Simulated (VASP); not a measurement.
# Sn4O9 (a cell with a defect) in VASP: single point with PBE

Aim: the single point of Sn4O9 (a cell with a defect) with PBE.

All numbers are computed with VASP 6.6.1; they aren't measurements. Logs are shortened: lines on timing, memory, paths and dates and some standing lists are left out, and cuts for length are marked.

## Step 1: The cell of the first run

The cell holds a defect, 13 atoms: a = 5.812 Å, b = 5.812 Å, c = 5.814 Å, α = 108.08°, β = 108.08°, γ = 112.28°.

## Step 2: Single point, PBE

File INCAR:

```
SYSTEM = Sn4O9
PREC = Accurate ; ENCUT = 520
EDIFF = 1E-7 ; ISMEAR = 0
SIGMA = 0.02 ; LREAL = .False.
LASPH = .True. ; NELM = 60
ALGO = Normal ; ISIF = 2
LWAVE = .False. ; LCHARG = .False.
GGA = PE ; NBANDS = 67
```

File KPOINTS:

```
regular mesh
0
Gamma
  3 3 3
  0 0 0
```

File POSCAR:

```
Sn4O9
1.0
   -4.8265176369      0.0000000000      3.2381666580
    4.8265176369      0.0000000000      3.2381666580
    0.0000000000      4.8283676022     -3.2381666580
Sn O
4 9
Direct
    0.2518982141      0.7506101594      0.4983758898
    0.7477655628      0.2464776401      0.4983758898
   -0.0000824060     -0.0093945029     -0.0094769089
    0.4997404563      0.4980402657     -0.0022193836
   -0.1142622163      0.3019436595      0.1876814432
    0.4998907972      0.8047897141      0.3046804057
    0.9436328775      0.7518708102      0.1888959324
    0.4370250734      0.2452630061      0.1888959324
    0.5627449536      0.7523201440      0.8081890861
    0.0558689421      0.2454441326      0.8081890861
    0.9998703417      0.6841797932      0.6840500294
    0.4997064974      0.1919570781      0.6916635756
    0.1145038238      0.3014767239      0.4159805478
```

Potentials or basis: VASP PAW PBE potentials, release 64 (Sn_d, O).

Run with:

```console
$ cat potpaw_PBE.64/Sn_d/POTCAR potpaw_PBE.64/O/POTCAR > POTCAR
$ mpirun -np 1 vasp_std > vasp.out
```

OUTCAR:

```text
SYSTEM = Sn4O9
   PREC = Accurate
   ENCUT = 520
   EDIFF = 1E-7
   ISMEAR = 0
   LREAL = .False.
   LASPH = .True.
   NELM = 60
   ISIF = 2
   GGA = PE

 ion  position               nearest neighbor table
   1  0.252  0.751  0.498-  11 2.07  12 2.08   6 2.08   9 2.11   7 2.11   5 2.25  13 2.26   2 3.21
                             2 3.26   3 3.73
   2  0.748  0.246  0.498-  11 2.07  12 2.08   6 2.08  10 2.11   8 2.11   5 2.25  13 2.26   1 3.21
                             1 3.26   3 3.73
   3  1.000  0.991  0.991-   8 2.06   7 2.06   9 2.06  10 2.06  11 2.09  13 2.26   5 2.26   4 3.24
                             4 3.24   2 3.73   1 3.73
   4  0.500  0.498  0.998-  12 2.09   7 2.09   8 2.09   9 2.09  10 2.09   6 2.09   3 3.24   3 3.24

   5  0.886  0.302  0.188-  13 1.56   1 2.25   2 2.25   3 2.26
   6  0.500  0.805  0.305-   2 2.08   1 2.08   4 2.09
   7  0.944  0.752  0.189-   3 2.06   4 2.09   1 2.11
   8  0.437  0.245  0.189-   3 2.06   4 2.09   2 2.11
   9  0.563  0.752  0.808-   3 2.06   4 2.09   1 2.11
  10  0.056  0.245  0.808-   3 2.06   4 2.09   2 2.11
  11  1.000  0.684  0.684-   1 2.07   2 2.07   3 2.09
  12  0.500  0.192  0.692-   2 2.08   1 2.08   4 2.09
  13  0.115  0.301  0.416-   5 1.56   1 2.26   2 2.26   3 2.26

  LATTYP: Found a face centered orthorhombic cell.
 ALAT       =     6.4763333160
 B/A-ratio  =     1.4905093365
 C/A-ratio  =     1.4910806367

  Lattice vectors:

 A1 = (   4.8265176369,   4.8283676022,   0.0000000000)
 A2 = (   0.0000000000,   4.8283676022,   3.2381666580)
 A3 = (   4.8265176369,   0.0000000000,   3.2381666580)

Analysis of symmetry for initial positions (statically):
=====================================================================
 Subroutine PRICEL returns:
 Original cell was already a primitive cell.

 Routine SETGRP: Setting up the symmetry group for a
 face centered orthorhombic supercell.

 Subroutine GETGRP returns: Found  2 space group operations
 (whereof  2 operations were pure point group operations)
 out of a pool of  8 trial point group operations.

The static configuration has the point symmetry C_1h.

Analysis of symmetry for dynamics (positions and initial velocities):
=====================================================================
 Subroutine PRICEL returns:
 Original cell was already a primitive cell.

 Routine SETGRP: Setting up the symmetry group for a
 face centered orthorhombic supercell.

 Subroutine GETGRP returns: Found  2 space group operations
[... 123 lines left out ...]
   EMIN   =  10.00;   EMAX   =-10.00  energy-range for DOS
   EFERMI =   0.00;   METHOD = LEGACY
   ISMEAR =     0;   SIGMA  =   0.02  broadening in eV -4-tet -1-fermi 0-gaus
   EFERMI_NEDOS =   21; number of points for ismear=-14 and -15
   IALGO  =     38    algorithm
   IMIX   =      4    mixing-type and parameters
     AMIX     =   0.40;   BMIX     =  1.00
     AMIX_MAG =   1.60;   BMIX_MAG =  1.00
  volume/ion in A,a.u.               =      11.61        78.35
  Fermi-wavevector in a.u.,A,eV,Ry     =   1.473278  2.784091 29.532083  2.170547
  Thomas-Fermi vector in A             =   2.588190
   LORBIT       =      0    0 simple, 1 ext, 2 COOP (PROOUT), +10 PAW based schemes
   GGA     = PE    functional components
   LHFCALC =     F    Hartree Fock is set to
   AEXX    =    0.0000 exact exchange contribution
   IVDW    =     0    specifies the selected vdW correction
   LEPSILON=     F    determine dielectric tensor
   LRPA    =     F    only Hartree local field effects (RPA)
 non-spin polarized calculation
 Gauss-broadening in eV      SIGMA  =   0.02
  energy-cutoff  :      520.00
  volume of cell :      150.93
 maximum number of plane-waves:      4076
 NGX is ok and might be reduce to    48
   NGX = 21   NGY = 21   NGZ = 21

 number of electron     109.9999997 magnetization

 Free energy of the ion-electron system (eV)
  ---------------------------------------------------
  ext. energy  EPLUGINS =         0.00000000
  ---------------------------------------------------
  free energy    TOTEN  =       -76.35344343 eV

  energy without entropy =      -76.35341235  energy(sigma->0) =      -76.35342789

 E-fermi :   6.6413     XC(G=0): -11.3214

 val. band max:        6.6015514053   @ k =  -0.3333   0.3333   0.3333
 cond. band min:       6.6777854185   @ k =   0.0000   0.0000   0.0000
 fundamental gap:      0.0762340132
 Fermi energy:         6.6413013492

 k-point     1 :       0.0000    0.0000    0.0000
  band No.  band energies     occupation
      1     -15.6084      2.00000
      2     -15.1215      2.00000
      3     -14.8069      2.00000
      4     -14.6341      2.00000
      5     -14.5123      2.00000
      6     -14.4769      2.00000
[... 689 lines left out ...]
     66      16.2156      0.00000
     67      16.4316      0.00000

------------------------ aborting loop because EDIFF is reached ----------------------------------------

  FORCE on cell =-STRESS in cart. coord.  units (eV):
  Direction    XX          YY          ZZ          XY          YZ          ZX
  --------------------------------------------------------------------------------------
  -------------------------------------------------------------------------------------
  Total        6.2303420      6.1858349      6.2677279      2.0737367      0.0000000      0.0000000
  in kB       66.1392177     65.6667447     66.5360941     22.0140917      0.0000000      0.0000000
  external PRESSURE =      66.1140189 kB  Pullay stress =       0.0000000 kB

 VOLUME and BASIS-vectors are now :
 -----------------------------------------------------------------------------
  energy-cutoff  :      520.00
  volume of cell :      150.93
      direct lattice vectors                 reciprocal lattice vectors
    -4.826517637  0.000000000  3.238166658    -0.103594359  0.103554667  0.154408359
     4.826517637  0.000000000  3.238166658     0.103594359  0.103554667  0.154408359
     0.000000000  4.828367602 -3.238166658     0.000000000  0.207109334  0.000000000

 POSITION                                       TOTAL-FORCE (eV/Angst)
 -----------------------------------------------------------------------------------
      2.40704      2.40634      1.63246         0.013700      0.013582      0.010209
     -2.41948      2.40634      1.60570         0.013700      0.013582     -0.010209
     -0.04494      4.78261      3.23817         0.014521      0.015526      0.000000
     -0.00821      4.81765      0.00000        -0.002217     -0.001334     -0.000000
     -2.81769      0.90619      3.23817         0.113026     -0.123253     -0.000000
      1.47160      1.47111      3.23817        -0.013231     -0.012861     -0.000000
     -0.92554      0.91206      4.87865        -0.018071      0.011539     -0.011824
     -0.92554      0.91206      1.59769        -0.018071      0.011539      0.011824
      0.91499      3.90223      1.64135         0.012289     -0.018168     -0.011332
      0.91499      3.90223     -1.64135         0.012289     -0.018168      0.011332
     -1.52369      3.30285      3.23817        -0.012353     -0.012554     -0.000000
     -1.48536      3.33961     -0.00000         0.009957      0.009295      0.000000
      0.90243      2.00851     -0.00000        -0.125539      0.111274     -0.000000
 -----------------------------------------------------------------------------------
    total drift:                                0.000103     -0.000020     -0.000376

  FREE ENERGIE OF THE ION-ELECTRON SYSTEM (eV)
  ---------------------------------------------------
  free  energy   TOTEN  =       -76.3534434310 eV

  energy  without entropy=      -76.3534123468  energy(sigma->0) =      -76.35342789
```

OSZICAR:

```text
N       E                     dE             d eps       ncg     rms          rms(c)
DAV:   1     0.171676489025E+04    0.17168E+04   -0.50692E+04  1543   0.257E+03
DAV:   2     0.279862192243E+03   -0.14369E+04   -0.13664E+04  1412   0.785E+02
DAV:   3    -0.593138441116E+02   -0.33918E+03   -0.32743E+03  1482   0.281E+02
DAV:   4    -0.878491049503E+02   -0.28535E+02   -0.28046E+02  1624   0.900E+01
DAV:   5    -0.887152305321E+02   -0.86613E+00   -0.86299E+00  1584   0.162E+01    0.225E+01
DAV:   6    -0.762570356936E+02    0.12458E+02   -0.42739E+01  2120   0.683E+01    0.834E+00
DAV:   7    -0.764332844241E+02   -0.17625E+00   -0.49897E+00  1608   0.971E+00    0.493E+00
DAV:   8    -0.764100789862E+02    0.23205E-01   -0.10695E+00  1848   0.649E+00    0.169E+00
DAV:   9    -0.763485672558E+02    0.61512E-01   -0.23741E-01  1912   0.420E+00    0.499E-01
DAV:  10    -0.763531214118E+02   -0.45542E-02   -0.46523E-02  1760   0.112E+00    0.209E-01
DAV:  11    -0.763532315844E+02   -0.11017E-03   -0.26240E-03  1848   0.413E-01    0.967E-02
DAV:  12    -0.763534235215E+02   -0.19194E-03   -0.11444E-03  1792   0.200E-01    0.453E-02
DAV:  13    -0.763534453154E+02   -0.21794E-04   -0.16514E-04  1712   0.740E-02    0.183E-02
DAV:  14    -0.763534437435E+02    0.15718E-05   -0.19857E-05  1888   0.324E-02    0.704E-03
DAV:  15    -0.763534436806E+02    0.62937E-07   -0.43857E-06  1704   0.160E-02    0.219E-03
DAV:  16    -0.763534435551E+02    0.12552E-06   -0.77287E-07  1728   0.625E-03    0.149E-03
DAV:  17    -0.763534434423E+02    0.11279E-06   -0.26626E-07  1168   0.338E-03    0.894E-04
DAV:  18    -0.763534434310E+02    0.11267E-07   -0.60261E-08   808   0.211E-03
   1 F= -.76353443E+02 E0= -.76353428E+02  d E =-.310842E-04
```

Wall time 92 s (1 thread of AMD EPYC 9R45 (Zen 5), shared host); peak memory 0.31 GiB.

Results:

- Free energy: -76.3534 eV
- Pressure: 6.6 GPa
- Largest force: 0.168 eV/Å
- Band gap on the k mesh: 0.08 eV

Forces in eV/Å, atoms in the order of the input:
```
Sn   0.014  0.014  0.010
Sn   0.014  0.014 -0.010
Sn   0.015  0.016  0.000
Sn  -0.002 -0.001  0.000
O    0.113 -0.123  0.000
O   -0.013 -0.013  0.000
O   -0.018  0.012 -0.012
O   -0.018  0.012  0.012
O    0.012 -0.018 -0.011
O    0.012 -0.018  0.011
O   -0.012 -0.013  0.000
O    0.010  0.009  0.000
O   -0.126  0.111  0.000
```

Stress tensor (GPa, compression positive):
```
6.61 2.20 0.00
2.20 6.57 0.00
0.00 0.00 6.65
```

Caveat: the k points lie up to 0.45 Å⁻¹ apart; spin-orbit coupling is left out, which moves the levels of the heavy elements.
